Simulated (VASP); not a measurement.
# AlGa3N4 (R3m) in VASP: further runs, part 2 of 2

VASP 6.6.1. The steps go on from the part before.

## 4. Single point, LDA

This run uses another cell than the first one, of 10.80 Å³/atom.

INCAR

```
ALGO = Normal ; EDIFF = 1E-6
ENCUT = 1330 ; GGA = CA
GGA_COMPAT = F ; ISIF = 2
ISMEAR = 0 ; LASPH = T
LCHARG = T ; LELF = T
LREAL = F ; LVHAR = T
LWAVE = F ; NBANDS = 41
NELM = 120 ; PREC = Accurate
SIGMA = 0.05
```

KPOINTS

```
k-points
0
Gamma
  6 6 6
```

POSCAR

```
AlGa3N4
1.0
    4.4267521656     -0.1549363258     -0.1549363258
   -0.1549363258      4.4267521656     -0.1549363258
   -0.1549363258     -0.1549363258      4.4267521656
Al Ga N
1 3 4
Direct
    0.0000000000      0.0000000000      0.0000000000
    0.5000000000      0.5000000000      0.0000000000
    0.5000000000      0.0000000000      0.5000000000
    0.0000000000      0.5000000000      0.5000000000
    0.7548078379      0.7548078379      0.2451921621
    0.7548078379      0.2451921621      0.7548078379
    0.2451921621      0.7548078379      0.7548078379
    0.2451921621      0.2451921621      0.2451921621
```

Potentials or basis: VASP PAW LDA potentials, release 64 (Al, Ga_d, N_h).

Launch:

```sh
> cat potpaw_LDA.64/Al/POTCAR potpaw_LDA.64/Ga_d/POTCAR potpaw_LDA.64/N_h/POTCAR > POTCAR
> mpirun -np 1 vasp_std > vasp.out
```

OUTCAR:

```text
EDIFF = 1E-6
   ENCUT = 1330
   GGA = CA
   ISIF = 2
   ISMEAR = 0
   LASPH = T
   LREAL = F
   NELM = 120
   PREC = Accurate

 ion  position               nearest neighbor table
   1  0.000  0.000  0.000-   8 1.75   6 1.92   7 1.92   5 1.92   3 3.02   4 3.02   2 3.02   4 3.02
                             3 3.02   2 3.02
   2  0.500  0.500  0.000-   5 1.79   8 1.97   7 1.98   6 1.98   1 3.02   1 3.02
   3  0.500  0.000  0.500-   6 1.79   8 1.97   7 1.98   5 1.98   1 3.02   1 3.02
   4  0.000  0.500  0.500-   7 1.79   8 1.97   5 1.98   6 1.98   1 3.02   1 3.02
   5  0.755  0.755  0.245-   2 1.79   1 1.92   3 1.98   4 1.98
   6  0.755  0.245  0.755-   3 1.79   1 1.92   2 1.98   4 1.98
   7  0.245  0.755  0.755-   4 1.79   1 1.92   2 1.98   3 1.98
   8  0.245  0.245  0.245-   1 1.75   2 1.97   3 1.97   4 1.97

  LATTYP: Found a trigonal (rhomboedric) cell.
 ALAT       =     4.4321716196
 COS(alpha) =    -0.0686069131

  Lattice vectors:

 A1 = (   4.4267521656,  -0.1549363258,  -0.1549363258)
 A2 = (  -0.1549363258,   4.4267521656,  -0.1549363258)
 A3 = (  -0.1549363258,  -0.1549363258,   4.4267521656)

Analysis of symmetry for initial positions (statically):
=====================================================================
 Subroutine PRICEL returns:
 Original cell was already a primitive cell.

 Routine SETGRP: Setting up the symmetry group for a
 trigonal (rhombohedral) supercell.

 Subroutine GETGRP returns: Found  6 space group operations
 (whereof  6 operations were pure point group operations)
 out of a pool of 12 trial point group operations.

The static configuration has the point symmetry C_3v.

Analysis of symmetry for dynamics (positions and initial velocities):
=====================================================================
 Subroutine PRICEL returns:
 Original cell was already a primitive cell.

 Routine SETGRP: Setting up the symmetry group for a
[... 143 lines left out ...]
   GGA     = CA    functional components
   LHFCALC =     F    Hartree Fock is set to
   AEXX    =    0.0000 exact exchange contribution
   IVDW    =     0    specifies the selected vdW correction
   LEPSILON=     F    determine dielectric tensor
   LRPA    =     F    only Hartree local field effects (RPA)
 non-spin polarized calculation
 Gauss-broadening in eV      SIGMA  =   0.05
  energy-cutoff  :     1330.00
  volume of cell :       86.42
 maximum number of plane-waves:      9542
 NGX is ok and might be reduce to    54
   NGX = 27   NGY = 27   NGZ = 27

 number of electron      62.0000009 magnetization

 Free energy of the ion-electron system (eV)
  ---------------------------------------------------
  ext. energy  EPLUGINS =         0.00000000
  ---------------------------------------------------
  free energy    TOTEN  =       -57.25185186 eV

  energy without entropy =      -57.25185186  energy(sigma->0) =      -57.25185186

 E-fermi :   6.2868     XC(G=0): -12.1110

 val. band max:        6.0704968663   @ k =   0.0000   0.0000   0.0000
 cond. band min:       8.2171090828   @ k =   0.0000   0.0000   0.0000
 fundamental gap:      2.1466122165
 Fermi energy:         6.2868259245

 k-point     1 :       0.0000    0.0000    0.0000
  band No.  band energies     occupation
      1     -10.0295      2.00000
      2      -8.8175      2.00000
      3      -8.8175      2.00000
      4      -8.5602      2.00000
      5      -7.4729      2.00000
      6      -7.4565      2.00000
[... 1045 lines left out ...]
     40      15.9481      0.00000
     41      16.3673      0.00000

 [... further k-points ...]

------------------------ aborting loop because EDIFF is reached ----------------------------------------

  FORCE on cell =-STRESS in cart. coord.  units (eV):
  Direction    XX          YY          ZZ          XY          YZ          ZX
  --------------------------------------------------------------------------------------
  -------------------------------------------------------------------------------------
  Total        2.8963412      2.8963412      2.8963412      9.2608892      9.2608892      9.2608892
  in kB       53.6958878     53.6958878     53.6958878    171.6896034    171.6896034    171.6896034
  external PRESSURE =      53.6958878 kB  Pullay stress =       0.0000000 kB

 VOLUME and BASIS-vectors are now :
 -----------------------------------------------------------------------------
  energy-cutoff  :     1330.00
  volume of cell :       86.42
      direct lattice vectors                 reciprocal lattice vectors
     4.426752166 -0.154936326 -0.154936326     0.226474238  0.008214092  0.008214092
    -0.154936326  4.426752166 -0.154936326     0.008214092  0.226474238  0.008214092
    -0.154936326 -0.154936326  4.426752166     0.008214092  0.008214092  0.226474238

 POSITION                                       TOTAL-FORCE (eV/Angst)
 -----------------------------------------------------------------------------------
      0.00000      0.00000      0.00000        -1.060302     -1.060302     -1.060302
      2.13591      2.13591     -0.15494        -1.100198     -1.100198     -1.000208
      2.13591     -0.15494      2.13591        -1.100198     -1.000208     -1.100198
     -0.15494      2.13591      2.13591        -1.000208     -1.100198     -1.100198
      3.18641      3.18641      0.85151         1.096936      1.096936      0.955026
      3.18641      0.85151      3.18641         1.096936      0.955026      1.096936
      0.85151      3.18641      3.18641         0.955026      1.096936      1.096936
      1.00943      1.00943      1.00943         1.112008      1.112008      1.112008
 -----------------------------------------------------------------------------------
    total drift:                                0.000046      0.000046      0.000046

  FREE ENERGIE OF THE ION-ELECTRON SYSTEM (eV)
  ---------------------------------------------------
  free  energy   TOTEN  =       -57.2518518567 eV

  energy  without entropy=      -57.2518518567  energy(sigma->0) =      -57.25185186
```

OSZICAR:

```text
N       E                     dE             d eps       ncg     rms          rms(c)
DAV:   1     0.919052928276E+03    0.91905E+03   -0.49082E+04  3104   0.462E+03
DAV:   2     0.153265498147E+03   -0.76579E+03   -0.71604E+03  2640   0.102E+03
DAV:   3    -0.421570947025E+02   -0.19542E+03   -0.18387E+03  3194   0.297E+02
DAV:   4    -0.652586311843E+02   -0.23102E+02   -0.22678E+02  3463   0.921E+01
DAV:   5    -0.664553337100E+02   -0.11967E+01   -0.11923E+01  3610   0.198E+01    0.161E+01
DAV:   6    -0.571902653307E+02    0.92651E+01   -0.26034E+01  5088   0.624E+01    0.430E+00
DAV:   7    -0.573763194942E+02   -0.18605E+00   -0.45221E+00  3092   0.114E+01    0.298E+00
DAV:   8    -0.572824369359E+02    0.93883E-01   -0.53192E-01  4237   0.709E+00    0.993E-01
DAV:   9    -0.572509208283E+02    0.31516E-01   -0.13393E-01  4280   0.483E+00    0.183E-01
DAV:  10    -0.572520405858E+02   -0.11198E-02   -0.23642E-02  3306   0.798E-01    0.138E-01
DAV:  11    -0.572519196564E+02    0.12093E-03   -0.12843E-03  3558   0.269E-01    0.708E-02
DAV:  12    -0.572518493721E+02    0.70284E-04   -0.35394E-04  4144   0.119E-01    0.187E-02
DAV:  13    -0.572518518757E+02   -0.25036E-05   -0.43345E-05  3455   0.402E-02    0.848E-03
DAV:  14    -0.572518518567E+02    0.19024E-07   -0.42746E-06  3272   0.172E-02
   1 F= -.57251852E+02 E0= -.57251852E+02  d E =-.968837E-12
```

stdout:

```text
POSCAR found type information on POSCAR AlGaN
 POSCAR found :  3 types and       8 ions
 scaLAPACK will be used
 LDA part: xc-table for (Slater(with rela. corr.)+CA(PZ))
 , standard interpolation
 POSCAR, INCAR and KPOINTS ok, starting setup
 FFT: planning ... GRIDC
 FFT: planning ... GRID_SOFT
 FFT: planning ... GRID
 WAVECAR not read
 entering main loop
```

Wall time 12 min (1 thread of AMD EPYC 7R43 (Zen 3), shared host); peak memory 0.52 GiB.

What came out:

```
Free energy            : -57.2519 eV
Pressure               : 5.4 GPa
Largest force          : 1.926 eV/Å
Band gap on the k mesh : 2.15 eV
```

Forces on the atoms (eV/Å):
```
Al  -1.060 -1.060 -1.060
Ga  -1.100 -1.100 -1.000
Ga  -1.100 -1.000 -1.100
Ga  -1.000 -1.100 -1.100
N    1.097  1.097  0.955
N    1.097  0.955  1.097
N    0.955  1.097  1.097
N    1.112  1.112  1.112
```

Levels at points of the mesh, in eV from the valence-band top:
| k point | band 27 | band 28 | band 29 | band 30 | band 31 | band 32 | band 33 | band 34 | band 35 | band 36 |
| --- | --- | --- | --- | --- | --- | --- | --- | --- | --- | --- |
| (0.00, 0.00, 0.00) | -2.27 | -2.24 | -0.33 | -0.33 | 0.00 | 2.15 | 3.00 | 3.00 | 3.00 | 6.65 |
| (0.50, 0.00, 0.00) | -3.04 | -2.09 | -1.80 | -1.42 | -1.11 | 4.58 | 4.66 | 5.79 | 5.82 | 7.70 |
| (0.50, 0.50, 0.00) | -3.14 | -1.36 | -1.31 | -0.97 | -0.74 | 6.12 | 6.29 | 6.68 | 7.09 | 7.21 |
| (0.50, 0.50, 0.50) | -0.98 | -0.98 | -0.76 | -0.73 | -0.73 | 4.21 | 5.10 | 5.10 | 6.25 | 8.60 |

Caveat: the cell stands under pressure; forces of over 1 eV/Å act on the atoms, so gaps and moduli don't describe the material at rest.

## 5. Single point, LDA

This run uses another cell than the first one, of 10.17 Å³/atom.

INCAR

```
SYSTEM = AlGa3N4
PREC = Accurate
ENCUT = 1330
EDIFF = 1E-6
ISMEAR = 0
SIGMA = 0.05
LREAL = .FALSE.
LASPH = .TRUE.
NELM = 120
ALGO = Normal
ISIF = 2
LWAVE = .FALSE.
LCHARG = .FALSE.
GGA = CA
NBANDS = 41
GGA_COMPAT = .FALSE.
```

KPOINTS

```
regular mesh
0
G
  6 6 6
  0 0 0
```

Changes to POSCAR since step 4:

```diff
@@ -2,5 +2,5 @@
 1.0
-    4.4267521656     -0.1549363258     -0.1549363258
-   -0.1549363258      4.4267521656     -0.1549363258
-   -0.1549363258     -0.1549363258      4.4267521656
+    4.3382171223      0.1549363258      0.1549363258
+    0.1549363258      4.3382171223      0.1549363258
+    0.1549363258      0.1549363258      4.3382171223
 Al Ga N
```

Launch:

```sh
> cat potpaw_LDA.64/Al/POTCAR potpaw_LDA.64/Ga_d/POTCAR potpaw_LDA.64/N_h/POTCAR > POTCAR
> mpirun -np 1 vasp_std > vasp.out
```

It took 5.5 min on 1 thread of AMD EPYC 9R45 (Zen 5), shared host; peak memory 0.51 GiB.

The run converged. Its results:

```yaml
Free_energy: -57.0109 eV
Pressure: 19.8 GPa
Largest_force: 1.341 eV/Å
Band_gap_on_the_k_mesh: 2.43 eV
```

Forces on the atoms (eV/Å):
```
Al   0.651  0.651  0.651
Ga   0.670  0.670  0.666
Ga   0.670  0.666  0.670
Ga   0.666  0.670  0.670
N   -0.615 -0.615 -0.652
N   -0.615 -0.652 -0.615
N   -0.652 -0.615 -0.615
N   -0.774 -0.774 -0.774
```

Stress tensor (GPa, compression positive):
```
 19.80 -16.68 -16.68
-16.68  19.80 -16.68
-16.68 -16.68  19.80
```

Levels at points of the mesh, in eV from the valence-band top:
| k point | band 27 | band 28 | band 29 | band 30 | band 31 | band 32 | band 33 | band 34 | band 35 | band 36 |
| --- | --- | --- | --- | --- | --- | --- | --- | --- | --- | --- |
| (0.00, 0.00, 0.00) | -2.47 | -2.47 | -0.62 | 0.00 | 0.00 | 2.43 | 3.02 | 3.02 | 3.19 | 6.97 |
| (0.50, 0.00, 0.00) | -3.04 | -2.22 | -1.90 | -1.48 | -1.12 | 4.81 | 4.83 | 5.92 | 6.07 | 8.28 |
| (0.50, 0.50, 0.00) | -3.43 | -1.39 | -1.37 | -1.01 | -0.76 | 6.63 | 6.69 | 6.87 | 7.20 | 7.59 |
| (0.50, 0.50, 0.50) | -1.24 | -1.24 | -1.01 | -0.54 | -0.54 | 4.94 | 4.94 | 5.61 | 6.96 | 8.85 |

Caveat: the cell stands under pressure; forces of over 1 eV/Å act on the atoms, so gaps and moduli don't describe the material at rest.

## 6. Single point, LDA

This run uses another cell than the first one, of 10.83 Å³/atom.

INCAR

```
SYSTEM = AlGa3N4
ALGO = Normal
EDIFF = 1E-6
ENCUT = 1330
GGA = CA
GGA_COMPAT = .FALSE.
ISIF = 2
ISMEAR = 0
LASPH = .TRUE.
LCHARG = .FALSE.
LREAL = .FALSE.
LWAVE = .FALSE.
NBANDS = 41
NELM = 120
PREC = Accurate
SIGMA = 0.05
```

KPOINTS

```
k-points
0
G
  6 6 6
  0 0 0
```

Changes to POSCAR since step 5:

```diff
@@ -2,5 +2,5 @@
 1.0
-    4.3382171223      0.1549363258      0.1549363258
-    0.1549363258      4.3382171223      0.1549363258
-    0.1549363258      0.1549363258      4.3382171223
+    4.4267521656      0.1033646631      0.1033646631
+    0.1033646631      4.4267521656      0.1033646631
+    0.1033646631      0.1033646631      4.4267521656
 Al Ga N
```

Potentials or basis: VASP PAW LDA potentials, release 64 (Al, Ga_d, N_h).

Launch:

```sh
> cat potpaw_LDA.64/Al/POTCAR potpaw_LDA.64/Ga_d/POTCAR potpaw_LDA.64/N_h/POTCAR > POTCAR
> mpirun -np 1 vasp_std > vasp.out
```

OUTCAR:

```text
SYSTEM = AlGa3N4
   EDIFF = 1E-6
   ENCUT = 1330
   GGA = CA
   ISIF = 2
   ISMEAR = 0
   LASPH = .TRUE.
   LREAL = .FALSE.
   NELM = 120
   PREC = Accurate

 ion  position               nearest neighbor table
   1  0.000  0.000  0.000-   6 1.85   7 1.85   5 1.85   8 1.97   3 3.06   4 3.06   2 3.06   4 3.06
                             2 3.06   3 3.06
   2  0.500  0.500  0.000-   6 1.90   7 1.90   8 1.90   5 2.02   1 3.06   1 3.06
   3  0.500  0.000  0.500-   5 1.90   7 1.90   8 1.90   6 2.02   1 3.06   1 3.06
   4  0.000  0.500  0.500-   5 1.90   6 1.90   8 1.90   7 2.02   1 3.06   1 3.06
   5  0.755  0.755  0.245-   1 1.85   3 1.90   4 1.90   2 2.02
   6  0.755  0.245  0.755-   1 1.85   2 1.90   4 1.90   3 2.02
[... 1272 lines left out ...]
  in kB       26.6197358     26.6197358     26.6197358    -93.8884477    -93.8884477    -93.8884477
  external PRESSURE =      26.6197358 kB  Pullay stress =       0.0000000 kB

 VOLUME and BASIS-vectors are now :
 -----------------------------------------------------------------------------
  energy-cutoff  :     1330.00
  volume of cell :       86.61
      direct lattice vectors                 reciprocal lattice vectors
     4.426752166  0.103364663  0.103364663     0.226140218 -0.005159891 -0.005159891
     0.103364663  4.426752166  0.103364663    -0.005159891  0.226140218 -0.005159891
     0.103364663  0.103364663  4.426752166    -0.005159891 -0.005159891  0.226140218

 POSITION                                       TOTAL-FORCE (eV/Angst)
 -----------------------------------------------------------------------------------
      0.00000      0.00000      0.00000         0.326114      0.326114      0.326114
      2.26506      2.26506      0.10336         0.333409      0.333409      0.317891
      2.26506      0.10336      2.26506         0.333409      0.317891      0.333409
      0.10336      2.26506      2.26506         0.317891      0.333409      0.333409
      3.44471      3.44471      1.24145        -0.304066     -0.304066     -0.311436
      3.44471      1.24145      3.44471        -0.304066     -0.311436     -0.304066
      1.24145      3.44471      3.44471        -0.311436     -0.304066     -0.304066
      1.13609      1.13609      1.13609        -0.391256     -0.391256     -0.391256
 -----------------------------------------------------------------------------------
    total drift:                               -0.000341     -0.000341     -0.000341

  FREE ENERGIE OF THE ION-ELECTRON SYSTEM (eV)
  ---------------------------------------------------
  free  energy   TOTEN  =       -57.8528263991 eV

  energy  without entropy=      -57.8528263991  energy(sigma->0) =      -57.85282640
```

OSZICAR:

```text
N       E                     dE             d eps       ncg     rms          rms(c)
DAV:   1     0.920639742193E+03    0.92064E+03   -0.48886E+04  3027   0.461E+03
DAV:   2     0.150823430752E+03   -0.76982E+03   -0.72027E+03  2632   0.103E+03
DAV:   3    -0.423254613550E+02   -0.19315E+03   -0.18341E+03  3127   0.296E+02
DAV:   4    -0.656018124358E+02   -0.23276E+02   -0.22812E+02  3460   0.911E+01
DAV:   5    -0.668331726678E+02   -0.12314E+01   -0.12266E+01  3540   0.201E+01    0.158E+01
DAV:   6    -0.577924012053E+02    0.90408E+01   -0.25149E+01  5084   0.610E+01    0.421E+00
DAV:   7    -0.579718131290E+02   -0.17941E+00   -0.43538E+00  3155   0.111E+01    0.293E+00
DAV:   8    -0.578843716101E+02    0.87442E-01   -0.52627E-01  4246   0.718E+00    0.102E+00
DAV:   9    -0.578519335608E+02    0.32438E-01   -0.13812E-01  4392   0.486E+00    0.179E-01
DAV:  10    -0.578529618285E+02   -0.10283E-02   -0.22105E-02  3480   0.772E-01    0.128E-01
DAV:  11    -0.578528746153E+02    0.87213E-04   -0.11742E-03  3636   0.258E-01    0.606E-02
DAV:  12    -0.578528248807E+02    0.49735E-04   -0.22716E-04  3999   0.911E-02    0.150E-02
DAV:  13    -0.578528268102E+02   -0.19296E-05   -0.41205E-05  3900   0.400E-02    0.678E-03
DAV:  14    -0.578528263991E+02    0.41118E-06   -0.50661E-06  2919   0.144E-02
   1 F= -.57852826E+02 E0= -.57852826E+02  d E =-.185648E-14
```

It took 4.6 min on 1 thread of Intel Xeon Platinum 8559C (Emerald Rapids), shared host; peak memory 0.55 GiB.

Results:

| Item | Value |
| --- | --- |
| Free energy | -57.8528 eV |
| Pressure | 2.7 GPa |
| Largest force | 0.678 eV/Å |
| Band gap on the k mesh | 2.32 eV |

Forces on the atoms (eV/Å):
```
Al   0.326  0.326  0.326
Ga   0.333  0.333  0.318
Ga   0.333  0.318  0.333
Ga   0.318  0.333  0.333
N   -0.304 -0.304 -0.311
N   -0.304 -0.311 -0.304
N   -0.311 -0.304 -0.304
N   -0.391 -0.391 -0.391
```

## 7. Single point, LDA

INCAR

```
PREC = Accurate ; ENCUT = 1330
EDIFF = 1E-6 ; ISMEAR = 0
SIGMA = 0.05 ; LREAL = False
LASPH = True ; NELM = 120
ALGO = Normal ; ISIF = 2
LWAVE = False ; LCHARG = False
GGA = CA ; NBANDS = 41
GGA_COMPAT = False
```

KPOINTS

```
regular mesh
0
Gamma
  6 6 6
```

Changes to POSCAR since step 6:

```diff
@@ -2,5 +2,5 @@
 1.0
-    4.4267521656      0.1033646631      0.1033646631
-    0.1033646631      4.4267521656      0.1033646631
-    0.1033646631      0.1033646631      4.4267521656
+    4.3824846439      0.1549363258      0.1549363258
+    0.1549363258      4.3824846439      0.1549363258
+    0.1549363258      0.1549363258      4.3824846439
 Al Ga N
```

Launch:

```sh
> cat potpaw_LDA.64/Al/POTCAR potpaw_LDA.64/Ga_d/POTCAR potpaw_LDA.64/N_h/POTCAR > POTCAR
> mpirun -np 1 vasp_std > vasp.out
```

Run time: 10 min. Hardware: 1 thread of Intel Xeon Platinum 8375C at 2.90GHz (Ice Lake), shared host; peak memory 0.55 GiB.

Results (log left out):

| Quantity | Value |
| --- | --- |
| Free energy | -57.2765 eV |
| Pressure | 11.7 GPa |
| Largest force | 1.100 eV/Å |
| Band gap on the k mesh | 2.25 eV |

Forces on the atoms (eV/Å):
```
Al   0.531  0.531  0.531
Ga   0.542  0.542  0.534
Ga   0.542  0.534  0.542
Ga   0.534  0.542  0.542
N   -0.498 -0.498 -0.517
N   -0.498 -0.517 -0.498
N   -0.517 -0.498 -0.498
N   -0.635 -0.635 -0.635
```

Stress tensor (GPa, compression positive):
```
 11.73 -15.12 -15.12
-15.12  11.73 -15.12
-15.12 -15.12  11.73
```

Levels at points of the mesh, in eV from the valence-band top:
```
           k point  band 29  band 30  band 31  band 32  band 33  band 34
(0.00, 0.00, 0.00)    -0.58     0.00     0.00     2.25     3.02     3.02
(0.50, 0.00, 0.00)    -1.84    -1.43    -1.10     4.70     4.73     5.86
(0.50, 0.50, 0.00)    -1.32    -0.98    -0.74     6.46     6.46     6.69
(0.50, 0.50, 0.50)    -0.98    -0.53    -0.53     4.74     4.74     5.40
```

Caveat: the cell stands under pressure; forces of over 1 eV/Å act on the atoms, so gaps and moduli don't describe the material at rest.

## 8. Summary

```tsv
cell	gap on the mesh (eV)	pressure (GPa)	largest force (eV/Å)
a = 4.385 Å, angles 92.7°, 8 atoms	2.50	9.8	1.27
a = 4.341 Å, angles 92.7°, 8 atoms	2.70	17.6	1.45
a = 4.432 Å, angles 93.9°, 8 atoms	2.15	5.4	1.93
a = 4.344 Å, angles 85.8°, 8 atoms	2.43	19.8	1.34
a = 4.429 Å, angles 87.3°, 8 atoms	2.32	2.7	0.68
a = 4.388 Å, angles 85.9°, 8 atoms	2.25	11.7	1.10
```

Alike in all rows: task single point; level LDA; potentials or basis VASP PAW LDA potentials, release 64 (Al, Ga_d, N_h); no spin polarisation; k mesh 6 × 6 × 6; cutoff (eV) 1330; smearing gaussian 0.05 eV.

Caveats: the cell stands under pressure (at least some runs); forces of over 1 eV/Å act on the atoms, so gaps and moduli don't describe the material at rest (at least some runs).

Total energies depend on the potentials used, so only differences within one code and one set of settings carry meaning.
